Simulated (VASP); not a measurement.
# TiAl (P4/mmm) in VASP: a series of runs, part 2 of 2

VASP 6.6.1. The steps go on from the part before.

### 5 Single point, LDA (14.79 Å³/atom)

This run uses another cell than the first one, of 14.79 Å³/atom.

The input, INCAR:

```
  PREC = Accurate
  ENCUT = 520
  EDIFF = 1E-7
  ISMEAR = 0
  SIGMA = 0.15
  LREAL = F
  LASPH = T
  NELM = 100
  ALGO = Fast
  ISIF = 2
  LWAVE = F
  LCHARG = F
  GGA = CA
  NBANDS = 14
```

The input, KPOINTS:

```
Automatic mesh
0
Gamma
  16 16 16
```

The input, POSCAR:

```
TiAl
1.0
    3.2694274069      0.0000000000      0.0000000000
    0.0000000000      3.2694274069      0.0000000000
    0.0000000000      0.0000000000      2.7669164144
Ti Al
1 1
Direct
    0.0000000000      0.0000000000      0.0000000000
    0.5000000000      0.5000000000      0.5000000000
```

Potentials or basis: VASP PAW LDA potentials, release 64 (Ti_sv, Al).

On the command line:

```
$ cat potpaw_LDA.64/Ti_sv/POTCAR potpaw_LDA.64/Al/POTCAR > POTCAR
$ mpirun -np 1 vasp_std > vasp.out
```

OUTCAR:

```text
PREC = Accurate
   ENCUT = 520
   EDIFF = 1E-7
   ISMEAR = 0
   LREAL = F
   LASPH = T
   NELM = 100
   ISIF = 2
   GGA = CA

 ion  position               nearest neighbor table
   1  0.000  0.000  0.000-   2 2.69   2 2.69   2 2.69   2 2.69   2 2.69   2 2.69   2 2.69   2 2.69

   2  0.500  0.500  0.500-   1 2.69   1 2.69   1 2.69   1 2.69   1 2.69   1 2.69   1 2.69   1 2.69

  LATTYP: Found a simple tetragonal cell.
 ALAT       =     3.2694274069
 C/A-ratio  =     0.8463000000

  Lattice vectors:

 A1 = (   3.2694274069,   0.0000000000,   0.0000000000)
 A2 = (   0.0000000000,   3.2694274069,   0.0000000000)
 A3 = (   0.0000000000,   0.0000000000,   2.7669164144)

Analysis of symmetry for initial positions (statically):
=====================================================================
 Subroutine PRICEL returns:
 Original cell was already a primitive cell.

 Routine SETGRP: Setting up the symmetry group for a
 simple tetragonal supercell.

 Subroutine GETGRP returns: Found 16 space group operations
 (whereof 16 operations were pure point group operations)
 out of a pool of 16 trial point group operations.

The static configuration has the point symmetry D_4h.

Analysis of symmetry for dynamics (positions and initial velocities):
=====================================================================
 Subroutine PRICEL returns:
 Original cell was already a primitive cell.

 Routine SETGRP: Setting up the symmetry group for a
 simple tetragonal supercell.

 Subroutine GETGRP returns: Found 16 space group operations
 (whereof 16 operations were pure point group operations)
 out of a pool of 16 trial point group operations.

The dynamic configuration has the point symmetry D_4h.

 Subroutine INISYM returns: Found 16 space group operations
 (whereof 16 operations are pure point group operations),
 and found     1 'primitive' translations

----------------------------------------------------------------------------------------

                                     Primitive cell

[... 115 lines left out ...]
   GGA     = CA    functional components
   LHFCALC =     F    Hartree Fock is set to
   AEXX    =    0.0000 exact exchange contribution
   IVDW    =     0    specifies the selected vdW correction
   LEPSILON=     F    determine dielectric tensor
   LRPA    =     F    only Hartree local field effects (RPA)
 non-spin polarized calculation
 RMM-DIIS sequential band-by-band and
 Gauss-broadening in eV      SIGMA  =   0.15
  energy-cutoff  :      520.00
  volume of cell :       29.58
 maximum number of plane-waves:       824
   NGX = 13   NGY = 13   NGZ = 11

 number of electron      15.0000007 magnetization

 Free energy of the ion-electron system (eV)
  ---------------------------------------------------
  ext. energy  EPLUGINS =         0.00000000
  ---------------------------------------------------
  free energy    TOTEN  =       -13.31815183 eV

  energy without entropy =      -13.29054249  energy(sigma->0) =      -13.30434716

 E-fermi :   9.3216     XC(G=0): -11.6703

 val. band max:        9.3214411020   @ k =   0.3125   0.1875   0.1875
 cond. band min:       9.3251537220   @ k =   0.1250   0.1250   0.4375
 fundamental gap:      0.0037126200
 Fermi energy:         9.3215641407

 k-point     1 :       0.0000    0.0000    0.0000
  band No.  band energies     occupation
      1     -46.5868      2.00000
      2     -23.2438      2.00000
      3     -23.2438      2.00000
      4     -22.8940      2.00000
      5      -0.1618      2.00000
      6       7.5594      2.00000
      7       7.9250      2.00000
      8      10.7647      0.00000
      9      11.8637      0.00000
     10      11.8637      0.00000
     11      12.7325      0.00000
     12      12.7325      0.00000
     13      17.8430      0.00000
     14      17.8810      0.00000
[... 377 lines left out ...]
      1     -46.5730      2.00000
      2     -23.3906      2.00000
      3     -23.2513      2.00000
      4     -22.8831      2.00000
      5       2.8684      2.00000
      6       4.2018      2.00000
      7       8.5059      2.00000
      8       8.5712      2.00000
      9      10.9808      0.00000
     10      11.8635      0.00000
     11      12.0872      0.00000
     12      15.4031      0.00000
     13      16.7942      0.00000
     14      19.2696      0.00000

 [... further k-points ...]
[... 5 lines left out ...]
  --------------------------------------------------------------------------------------
  -------------------------------------------------------------------------------------
  Total        0.9023135      0.9023135      1.1009959      0.0000000      0.0000000      0.0000000
  in kB       48.8797071     48.8797071     59.6426394      0.0000000      0.0000000      0.0000000
  external PRESSURE =      52.4673512 kB  Pullay stress =       0.0000000 kB

 VOLUME and BASIS-vectors are now :
 -----------------------------------------------------------------------------
  energy-cutoff  :      520.00
  volume of cell :       29.58
      direct lattice vectors                 reciprocal lattice vectors
     3.269427407  0.000000000  0.000000000     0.305863956  0.000000000  0.000000000
     0.000000000  3.269427407  0.000000000     0.000000000  0.305863956  0.000000000
     0.000000000  0.000000000  2.766916414     0.000000000  0.000000000  0.361413158

 POSITION                                       TOTAL-FORCE (eV/Angst)
 -----------------------------------------------------------------------------------
      0.00000      0.00000      0.00000         0.000000      0.000000      0.000000
      1.63471      1.63471      1.38346         0.000000      0.000000      0.000000
 -----------------------------------------------------------------------------------
    total drift:                                0.000000      0.000000      0.000000

  FREE ENERGIE OF THE ION-ELECTRON SYSTEM (eV)
  ---------------------------------------------------
  free  energy   TOTEN  =       -13.3181518337 eV

  energy  without entropy=      -13.2905424875  energy(sigma->0) =      -13.30434716
```

It took 2.8 min on 1 thread of AMD EPYC 9R45 (Zen 5), shared host; peak memory 0.24 GiB.

What came out:

* Free energy: -13.3182 eV
* Pressure: 5.2 GPa
* Band gap on the k mesh: zero (an odd number of electrons rules out a gap without spin polarisation)

Stress tensor (GPa, compression positive):
```
4.89 0.00 0.00
0.00 4.89 0.00
0.00 0.00 5.96
```

Caveat: the cell stands under pressure.

### 6 Single point, LDA (14.79 Å³/atom)

This run uses another cell than the first one, of 14.79 Å³/atom.

The input, INCAR:

```
ALGO     = Fast           # electronic algorithm
EDIFF    = 1E-6           # SCF threshold, eV
ENCUT    = 520            # plane-wave cutoff, eV
GGA      = CA             # functional
ISIF     = 2              # what is computed and relaxed
ISMEAR   = 0              # smearing method
LASPH    = T              # aspherical terms in the spheres
LCHARG   = F              # write CHGCAR
LREAL    = F              # projectors in reciprocal space
LWAVE    = F              # write WAVECAR
NBANDS   = 14             # bands
NELM     = 60             # most SCF steps
PREC     = Accurate       # precision mode
SIGMA    = 0.15           # smearing width, eV
```

The input, KPOINTS:

```
k-points
0
Gamma
  16 16 16
```

The input, POSCAR:

```
TiAl
1.0
    2.9252050764      0.0000000000      0.0000000000
    0.0000000000      2.9252050764      0.0000000000
    0.0000000000      0.0000000000      3.4564223182
Ti Al
1 1
Direct
    0.0000000000      0.0000000000      0.0000000000
    0.5000000000      0.5000000000      0.5000000000
```

Potentials or basis: VASP PAW LDA potentials, release 64 (Ti_sv, Al).

On the command line:

```
$ cat potpaw_LDA.64/Ti_sv/POTCAR potpaw_LDA.64/Al/POTCAR > POTCAR
$ mpirun -np 1 vasp_std > vasp.out
```

Wall time 2.5 min (1 thread of AMD EPYC 9R45 (Zen 5), shared host); peak memory 0.24 GiB.

It converged, with:

```yaml
Free_energy: -13.4296 eV
Pressure: 4.5 GPa
Band_gap_on_the_k_mesh: zero (an odd number of electrons rules out a gap without spin polarisation)
```

Stress tensor (GPa, compression positive):
```
 1.10  0.00  0.00
 0.00  1.10  0.00
 0.00  0.00 11.37
```

Levels at points of the mesh, in eV from the Fermi level:
```tsv
k point	band 4	band 5	band 6	band 7	band 8	band 9	band 10	band 11	band 12	band 13
(0.00, 0.00, 0.00)	-32.31	-9.41	-1.75	-1.23	1.99	1.99	2.22	2.75	6.68	6.68
(0.50, 0.00, 0.00)	-32.28	-5.32	-5.07	-0.95	-0.39	1.01	2.33	4.20	6.44	7.54
(0.50, 0.50, 0.00)	-32.48	-4.33	-1.25	-1.25	-1.12	0.08	0.08	3.82	5.71	6.43
(0.00, 0.00, 0.50)	-32.31	-6.91	-5.35	-0.70	0.98	0.98	2.10	2.83	7.19	11.24
(0.50, 0.00, 0.50)	-32.27	-5.30	-2.56	-1.54	-1.41	1.24	1.57	2.51	5.26	5.44
(0.50, 0.50, 0.50)	-32.56	-3.09	-3.05	-3.05	1.45	2.76	2.95	3.82	3.82	3.84
```

Caveat: the cell stands under pressure.

### 7 Summary

| cell | further INCAR settings | gap on the mesh (eV) | pressure (GPa) |
| --- | --- | --- | --- |
| a = 2.842, b = 2.842, c = 3.550 Å, 2 atoms | ALGO = Fast; EDIFF = 1e-06; NBANDS = 14 | none | 9.3 |
| a = 2.738, b = 2.738, c = 3.823 Å, 2 atoms | ALGO = Fast; EDIFF = 1e-06; NBANDS = 14 | none | 9.5 |
| a = 2.949, b = 2.949, c = 3.296 Å, 2 atoms | ALGO = Fast; EDIFF = 1e-06; NBANDS = 14 | none | 9.1 |
| a = 3.269, b = 3.269, c = 2.767 Å, 2 atoms | ALGO = Fast; EDIFF = 1e-07; NBANDS = 14 | none | 5.2 |
| a = 2.925, b = 2.925, c = 3.456 Å, 2 atoms | ALGO = Fast; EDIFF = 1e-06; NBANDS = 14 | none | 4.5 |

Alike in all rows: task single point; level LDA; potentials or basis VASP PAW LDA potentials, release 64 (Ti_sv, Al); no spin polarisation; k mesh 16 × 16 × 16; cutoff (eV) 520; smearing gaussian 0.15 eV.

Caveats: the cell stands under pressure.

Total energies depend on the potentials used, so only differences within one code and one set of settings carry meaning.
